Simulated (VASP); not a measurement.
# NaH (P6/mmm) in VASP: notebook

The runs below take NaH through relaxation of cell and atoms, with PBE.

Program: VASP 6.6.1. These are calculated values, not measurements. Logs are shortened: lines on timing, memory, paths and dates and some standing lists are left out, and cuts for length are marked.

## Step 1: The cell of the first run

It takes space group P6/mmm (No. 191, hexagonal). The conventional cell has a = 2.715 Å, b = 2.715 Å, c = 4.635 Å, α = 90.00°, β = 90.00°, γ = 120.00°. Within 3.1 Å of Na (site symmetry 6/mmm) lie 2 H at 2.32 Å and 6 Na at 2.71 Å. Within 3.1 Å of H (site symmetry 6/mmm) lie 2 Na at 2.32 Å and 6 H at 2.71 Å.

The cell was generated, and may not be a known phase.

## Step 2: Relaxation of cell and atoms, PBE

INCAR

```
ALGO     = Normal         # electronic algorithm
EDIFF    = 1E-7           # SCF threshold, eV
EDIFFG   = -0.04          # ionic threshold
ENCUT    = 1130           # plane-wave cutoff, eV
GGA      = PE             # functional
GGA_COMPAT= False        
IBRION   = 2              # ionic algorithm
ISIF     = 3              # what is computed and relaxed
ISMEAR   = 0              # smearing method
LASPH    = True           # aspherical terms in the spheres
LCHARG   = False          # write CHGCAR
LREAL    = False          # projectors in reciprocal space
LWAVE    = False          # write WAVECAR
NELM     = 120            # most SCF steps
NELMIN   = 4            
NSW      = 90             # ionic steps
PREC     = Accurate       # precision mode
SIGMA    = 0.1            # smearing width, eV
```

KPOINTS

```
k-points
0
Gamma
  9 9 4
```

POSCAR

```
NaH
1.0
    2.7146067700      0.0000000000      0.0000000000
   -1.3573033800      2.3509184200      0.0000000000
    0.0000000000      0.0000000000      4.6346619200
Na H
1 1
Direct
    0.0000000000      0.0000000000      0.5000000000
    0.0000000000      0.0000000000      0.0000000000
```

Potentials or basis: VASP PAW PBE potentials, release 64 (Na_sv, H).

Command:

```sh
> cat potpaw_PBE.64/Na_sv/POTCAR potpaw_PBE.64/H/POTCAR > POTCAR
> mpirun -np 1 vasp_std > vasp.out
```

OUTCAR:

```text
EDIFF = 1E-7
   EDIFFG = -0.04
   ENCUT = 1130
   GGA = PE
   IBRION = 2
   ISIF = 3
   ISMEAR = 0
   LASPH = True
   LREAL = False
   NELM = 120
   NELMIN = 4
   NSW = 90
   PREC = Accurate

 ion  position               nearest neighbor table
   1  0.000  0.000  0.500-
   2  0.000  0.000  0.000-

  LATTYP: Found a hexagonal cell.
 ALAT       =     2.7146067700
 C/A-ratio  =     1.7073050768

  Lattice vectors:

 A1 = (   2.7146067700,   0.0000000000,   0.0000000000)
 A2 = (  -1.3573033800,   2.3509184200,   0.0000000000)
 A3 = (   0.0000000000,   0.0000000000,   4.6346619200)

Analysis of symmetry for initial positions (statically):
=====================================================================
 Subroutine PRICEL returns:
 Original cell was already a primitive cell.

 Routine SETGRP: Setting up the symmetry group for a
 hexagonal supercell.

 Subroutine GETGRP returns: Found 24 space group operations
 (whereof 24 operations were pure point group operations)
 out of a pool of 24 trial point group operations.

The static configuration has the point symmetry D_6h.

Analysis of symmetry for dynamics (positions and initial velocities):
=====================================================================
 Subroutine PRICEL returns:
 Original cell was already a primitive cell.

 Routine SETGRP: Setting up the symmetry group for a
 hexagonal supercell.

 Subroutine GETGRP returns: Found 24 space group operations
 (whereof 24 operations were pure point group operations)
 out of a pool of 24 trial point group operations.

The dynamic configuration has the point symmetry D_6h.

 Subroutine INISYM returns: Found 24 space group operations
 (whereof 24 operations are pure point group operations),
 and found     1 'primitive' translations

----------------------------------------------------------------------------------------

                                     Primitive cell

  volume of cell :      29.5776

  direct lattice vectors                    reciprocal lattice vectors
     2.714606770  0.000000000  0.000000000     0.368377480  0.212682837  0.000000000
    -1.357303380  2.350918420  0.000000000     0.000000000  0.425365675  0.000000000
     0.000000000  0.000000000  4.634661920     0.000000000  0.000000000  0.215765468

  length of vectors
     2.714606770  2.714606764  4.634661920     0.425365674  0.425365675  0.215765468

  position of ions in fractional coordinates (direct lattice)
     0.000000000  0.000000000  0.500000000
     0.000000000  0.000000000  0.000000000

  ion indices of the primitive-cell ions
   primitive index   ion index
                 1           1
                 2           2

----------------------------------------------------------------------------------------
[... 102 lines left out ...]
 non-spin polarized calculation
 Gauss-broadening in eV      SIGMA  =   0.10
  energy-cutoff  :     1130.00
  volume of cell :       29.58
 maximum number of plane-waves:      2587
 NGX is ok and might be reduce to    30
   NGX = 15   NGY = 15   NGZ = 25

--------------------------------------- Ionic step        1  -------------------------------------------

 number of electron      10.0000003 magnetization

 Free energy of the ion-electron system (eV)
  ---------------------------------------------------
  ext. energy  EPLUGINS =         0.00000000
  ---------------------------------------------------
  free energy    TOTEN  =        -2.75401273 eV

  energy without entropy =       -2.74683763  energy(sigma->0) =       -2.75042518

------------------------ aborting loop because EDIFF is reached ----------------------------------------

  FORCE on cell =-STRESS in cart. coord.  units (eV):
  Direction    XX          YY          ZZ          XY          YZ          ZX
  --------------------------------------------------------------------------------------
  -------------------------------------------------------------------------------------
  Total        3.0620757      3.0620757     -3.4642297      0.0000000      0.0000000      0.0000000
  in kB      165.8685166    165.8685160   -187.6526557      0.0000004      0.0000000      0.0000000
  external PRESSURE =      48.0281256 kB  Pullay stress =       0.0000000 kB
[... 89 lines left out ...]
  FREE ENERGIE OF THE ION-ELECTRON SYSTEM (eV)
  ---------------------------------------------------
  free  energy   TOTEN  =        -2.9772710844 eV

  energy  without entropy=       -2.9772710844  energy(sigma->0) =       -2.97727108

 E-fermi :   0.2933     XC(G=0):  -7.0140

 val. band max:       -0.1317577117   @ k =   0.3333   0.3333   0.5000
 cond. band min:       0.6881744501   @ k =   0.0000   0.0000   0.5000
 fundamental gap:      0.8199321618
 Fermi energy:         0.2932552652

 k-point     1 :       0.0000    0.0000    0.0000
  band No.  band energies     occupation
      1     -51.8574      2.00000
      2     -23.8070      2.00000
      3     -23.8070      2.00000
      4     -23.6355      2.00000
      5      -4.1613      2.00000
      6       4.5561      0.00000
      7       8.6374      0.00000
      8      14.7459      0.00000
      9      14.9094      0.00000
[... 265 lines left out ...]
 k-point    24 :       0.3333    0.3333    0.2500
  band No.  band energies     occupation
      1     -51.8463      2.00000
      2     -23.8820      2.00000
      3     -23.8820      2.00000
      4     -23.6436      2.00000
      5      -0.5618      2.00000
      6       4.4058      0.00000
      7       4.4058      0.00000
      8       9.6565      0.00000
      9       9.6565      0.00000

 [... further k-points ...]

[... ionic steps 4 to 11 ...]

--------------------------------------- Ionic step       12  -------------------------------------------

 number of electron       9.9999996 magnetization

------------------------ aborting loop because EDIFF is reached ----------------------------------------
[... 67 lines left out ...]
--------------------------------------- Ionic step       14  -------------------------------------------

 number of electron       9.9999988 magnetization

 Free energy of the ion-electron system (eV)
  ---------------------------------------------------
  ext. energy  EPLUGINS =         0.00000000
  ---------------------------------------------------
  free energy    TOTEN  =        -4.15497090 eV

  energy without entropy =       -4.15497090  energy(sigma->0) =       -4.15497090

 E-fermi :  -1.0313     XC(G=0):  -5.9638

 val. band max:       -1.5454359476   @ k =   0.3333   0.3333   0.5000
 cond. band min:      -0.1159778805   @ k =   0.0000   0.0000   0.5000
 fundamental gap:      1.4294580671
 Fermi energy:        -1.0312693626

 k-point     1 :       0.0000    0.0000    0.0000
  band No.  band energies     occupation
      1     -52.9373      2.00000
      2     -24.9064      2.00000
      3     -24.9064      2.00000
      4     -24.7288      2.00000
      5      -4.3020      2.00000
      6       2.8960      0.00000
      7       6.8702      0.00000
      8      11.0789      0.00000
      9      11.2926      0.00000
[... 305 lines left out ...]
  FREE ENERGIE OF THE ION-ELECTRON SYSTEM (eV)
  ---------------------------------------------------
  free  energy   TOTEN  =        -4.1549709019 eV

  energy  without entropy=       -4.1549709019  energy(sigma->0) =       -4.15497090

 reached required accuracy - stopping structural energy minimisation
```

OSZICAR:

```text
N       E                     dE             d eps       ncg     rms          rms(c)
DAV:   1     0.142754357687E+03    0.14275E+03   -0.79108E+03   648   0.177E+03
DAV:   2     0.308673100249E+01   -0.13967E+03   -0.13703E+03   728   0.368E+02
DAV:   3    -0.329202720688E+01   -0.63788E+01   -0.63655E+01  1062   0.934E+01
DAV:   4    -0.344087229282E+01   -0.14885E+00   -0.14883E+00   842   0.801E+00
[... 164 lines left out ...]
DAV:   4    -0.415496605087E+01    0.48317E-04   -0.30406E-04   664   0.337E-01    0.230E-02
DAV:   5    -0.415496933135E+01   -0.32805E-05   -0.75955E-05   894   0.677E-02    0.117E-02
DAV:   6    -0.415496983741E+01   -0.50606E-06   -0.11083E-06   717   0.149E-02    0.489E-03
DAV:   7    -0.415497093468E+01   -0.10973E-05   -0.40865E-07   754   0.116E-02    0.145E-03
DAV:   8    -0.415497090186E+01    0.32815E-07   -0.14872E-08   335   0.173E-03
  14 F= -.41549709E+01 E0= -.41549709E+01  d E =-.717308E-03
```

CONTCAR:

```text
NaH
   1.00000000000000
     3.6840128491262574    0.0000000024090076   -0.0000000000000000
    -1.8420064156913301    3.1904487050100725    0.0000000000000000
     0.0000000000000000   -0.0000000000000000    3.9072360895272054
  Na              H
     1     1
Direct
     0.0000000000000000    0.0000000000000000    0.5000000000000000
     0.0000000000000000    1.0000000000000000    0.0000000000000000

  0.00000000E+00  0.00000000E+00  0.00000000E+00
  0.00000000E+00  0.00000000E+00  0.00000000E+00
```

It took 1.9 min on 1 thread of AMD EPYC 9R45 (Zen 5), shared host; peak memory 0.19 GiB.

Results:

| Quantity | Value |
| --- | --- |
| Free energy | -4.1550 eV |
| Relaxed volume | 22.96 Å³/atom |
| Relaxed cell | a = 3.684 Å, b = 3.684 Å, c = 3.907 Å, α = 90.00°, β = 90.00°, γ = 120.00° |
| Space group after relaxing (to 0.1 Å) | P6/mmm (No. 191) |
| Energy gained by relaxing | 700.5 meV/atom |
| Ionic steps | 14 |
| Pressure after relaxing | 0.0 GPa |
| Band gap on the k mesh | 1.43 eV (least direct gap 2.92 eV) |

Step by step:
| step | energy change (eV) | largest force (eV/Å) | pressure (GPa) | volume (Å³) |
| --- | --- | --- | --- | --- |
| 1 | 0.0000 | 0.0000 | 4.80 | 29.58 |
| 2 | -0.6516 | 0.0000 | 3.33 | 31.26 |
| 3 | -0.2233 | 0.0000 | 19.32 | 33.05 |
| 4 | -1.1039 | 0.0000 | 5.40 | 32.58 |
| 5 | -1.1147 | 0.0000 | 8.15 | 32.97 |
| 6 | -1.1306 | 0.0000 | 7.40 | 32.90 |
| 7 | -1.3169 | 0.0000 | 3.59 | 38.63 |
| 8 | -1.3878 | 0.0000 | -1.46 | 48.46 |
| 9 | -1.3977 | 0.0000 | 0.25 | 45.15 |
| 10 | -1.3986 | 0.0000 | -0.09 | 45.84 |
| 11 | -1.3985 | 0.0000 | -0.24 | 46.12 |
| 12 | -1.3997 | 0.0000 | -0.42 | 46.67 |
| 13 | -1.4002 | 0.0000 | -0.35 | 46.48 |
| 14 | -1.4010 | 0.0000 | -0.03 | 45.92 |

Final structure:
```xyz
2
Lattice="3.6840 0.0000 0.0000 -1.8420 3.1904 0.0000 0.0000 0.0000 3.9072" Properties=species:S:1:pos:R:3 pbc="T T T"
Na    0.0000    0.0000    1.9536
H    -1.8420    3.1904    0.0000
```

Levels at points of the mesh, in eV from the valence-band top:
| k point | band 2 | band 3 | band 4 | band 5 | band 6 | band 7 | band 8 | band 9 |
| --- | --- | --- | --- | --- | --- | --- | --- | --- |
| (0.00, 0.00, 0.00) | -23.36 | -23.36 | -23.18 | -2.76 | 4.44 | 8.42 | 12.62 | 12.84 |
| (0.00, 0.00, 0.50) | -23.36 | -23.36 | -23.21 | -1.50 | 1.43 | 9.36 | 13.86 | 14.32 |

Caveat: the volume moved by over 15 % at a fixed basis, so the end points are rough. A k mesh can miss the band edges.

## Step 3: Relaxation of cell and atoms, PBE

This run uses another cell than the first one, of 38.43 Å³/atom.

INCAR

```
PREC = Accurate
ENCUT = 1130
EDIFF = 1E-7
ISMEAR = 0
SIGMA = 0.02
LREAL = False
LASPH = True
NELM = 120
ALGO = Normal
ISIF = 3
LWAVE = False
LCHARG = False
GGA = PE
IBRION = 2
NSW = 100
EDIFFG = -0.01
GGA_COMPAT = False
NELMIN = 4
```

KPOINTS

```
Automatic mesh
0
Gamma
  6 6 6
```

POSCAR

```
NaH
1.0
    4.7174062724      0.0000000000      0.0000000000
   -2.3587031362      4.0853936718      0.0000000000
    0.0000000000      0.0000000000      3.9878497144
Na H
1 1
Direct
    0.0000000000      0.0000000000      0.5000000000
    0.0000000000      0.0000000000      0.0000000000
```

Potentials or basis: VASP PAW PBE potentials, release 64 (Na_sv, H).

Command:

```sh
> cat potpaw_PBE.64/Na_sv/POTCAR potpaw_PBE.64/H/POTCAR > POTCAR
> mpirun -np 1 vasp_std > vasp.out
```

OUTCAR:

```text
PREC = Accurate
   ENCUT = 1130
   EDIFF = 1E-7
   ISMEAR = 0
   LREAL = False
   LASPH = True
   NELM = 120
   ISIF = 3
   GGA = PE
   IBRION = 2
   NSW = 100
   EDIFFG = -0.01
   NELMIN = 4

 ion  position               nearest neighbor table
   1  0.000  0.000  0.500-
   2  0.000  0.000  0.000-

  LATTYP: Found a hexagonal cell.
 ALAT       =     4.7174062724
 C/A-ratio  =     0.8453479485

  Lattice vectors:

 A1 = (   4.7174062724,   0.0000000000,   0.0000000000)
 A2 = (  -2.3587031362,   4.0853936718,   0.0000000000)
 A3 = (   0.0000000000,   0.0000000000,   3.9878497144)

Analysis of symmetry for initial positions (statically):
[... 475 lines left out ...]
 E-fermi :  -2.9942     XC(G=0):  -4.2676

 val. band max:       -3.0919240056   @ k =   0.3333   0.3333   0.5000
 cond. band min:      -0.0061293246   @ k =   0.0000   0.0000   0.5000
 fundamental gap:      3.0857946809
 Fermi energy:        -2.9941718662

 k-point     1 :       0.0000    0.0000    0.0000
  band No.  band energies     occupation
      1     -53.9191      2.00000
      2     -25.8972      2.00000
      3     -25.8972      2.00000
      4     -25.7197      2.00000
      5      -4.4439      2.00000
      6       1.1793      0.00000
      7       4.9784      0.00000
      8       4.9784      0.00000
      9       6.3150      0.00000
[... 265 lines left out ...]
 k-point    24 :       0.3333    0.0000    0.5000
  band No.  band energies     occupation
      1     -53.9187      2.00000
      2     -25.8972      2.00000
      3     -25.8966      2.00000
      4     -25.7385      2.00000
      5      -3.2230      2.00000
      6       0.9382      0.00000
      7       2.8396      0.00000
      8       3.7573      0.00000
      9       5.8564      0.00000

 [... further k-points ...]

------------------------ aborting loop because EDIFF is reached ----------------------------------------

  FORCE on cell =-STRESS in cart. coord.  units (eV):
  Direction    XX          YY          ZZ          XY          YZ          ZX
  --------------------------------------------------------------------------------------
  -------------------------------------------------------------------------------------
  Total        0.0024869      0.0024869      0.0188541      0.0000000      0.0000000      0.0000000
  in kB        0.0488223      0.0488223      0.3701350      0.0000000      0.0000000      0.0000000
  external PRESSURE =       0.1559265 kB  Pullay stress =       0.0000000 kB
[... 17 lines left out ...]
  FREE ENERGIE OF THE ION-ELECTRON SYSTEM (eV)
  ---------------------------------------------------
  free  energy   TOTEN  =        -4.4011768639 eV

  energy  without entropy=       -4.4011768639  energy(sigma->0) =       -4.40117686

 reached required accuracy - stopping structural energy minimisation
```

OSZICAR:

```text
N       E                     dE             d eps       ncg     rms          rms(c)
DAV:   1     0.156197906143E+03    0.15620E+03   -0.61365E+03   504   0.153E+03
DAV:   2     0.353246540818E+01   -0.15267E+03   -0.14761E+03   732   0.269E+02
DAV:   3    -0.486970324100E+01   -0.84022E+01   -0.84003E+01   552   0.110E+02
[... 90 lines left out ...]
DAV:   5    -0.440117217252E+01   -0.27723E-04   -0.12944E-04   506   0.110E-01    0.146E-02
DAV:   6    -0.440117666203E+01   -0.44895E-05   -0.10076E-05   541   0.484E-02    0.618E-03
DAV:   7    -0.440117697142E+01   -0.30940E-06   -0.92123E-07   601   0.131E-02    0.367E-03
DAV:   8    -0.440117679386E+01    0.17756E-06   -0.61735E-07   514   0.110E-02    0.145E-03
DAV:   9    -0.440117686392E+01   -0.70057E-07   -0.27585E-08   548   0.215E-03
   9 F= -.44011769E+01 E0= -.44011769E+01  d E =-.617426E-03
```

Run time: 3 min. Hardware: 1 thread of Intel Xeon 6975P-C (Granite Rapids), shared host; peak memory 0.4 GiB.

What came out:

* Free energy: -4.4012 eV
* Relaxed volume: 40.81 Å³/atom
* Relaxed cell: a = 4.861 Å, b = 4.861 Å, c = 3.988 Å, α = 90.00°, β = 90.00°, γ = 120.00°
* Space group after relaxing (to 0.1 Å): P6/mmm (No. 191)
* Energy gained by relaxing: 0.8 meV/atom
* Ionic steps: 9
* Pressure after relaxing: 0.0 GPa
* Band gap on the k mesh: 3.09 eV (least direct gap 3.45 eV)

The path:
```
step  energy change (eV)  largest force (eV/Å)  pressure (GPa)  volume (Å³)
   1              0.0000                0.0000            0.06        76.86
   2             -0.0001                0.0000            0.07        77.03
   3             -0.0005                0.0000            0.08        77.55
   4             -0.0009                0.0000            0.11        78.59
   5             -0.0007                0.0000            0.15        80.70
   6             -0.0010                0.0000            0.12        79.40
   7             -0.0011                0.0000            0.11        79.62
   8             -0.0014                0.0000            0.08        80.28
   9             -0.0016                0.0000            0.02        81.61
```

Final structure:
```cif
data_structure
_symmetry_space_group_name_H-M 'P 1'
_symmetry_Int_Tables_number 1
_cell_length_a 4.8614
_cell_length_b 4.8614
_cell_length_c 3.9876
_cell_angle_alpha 90.000
_cell_angle_beta 90.000
_cell_angle_gamma 120.000
_cell_volume 81.61
loop_
_atom_site_label
_atom_site_type_symbol
_atom_site_fract_x
_atom_site_fract_y
_atom_site_fract_z
_atom_site_occupancy
Na1 Na 0.00000 0.00000 0.50000 1
H1 H 0.00000 0.00000 0.00000 1
```
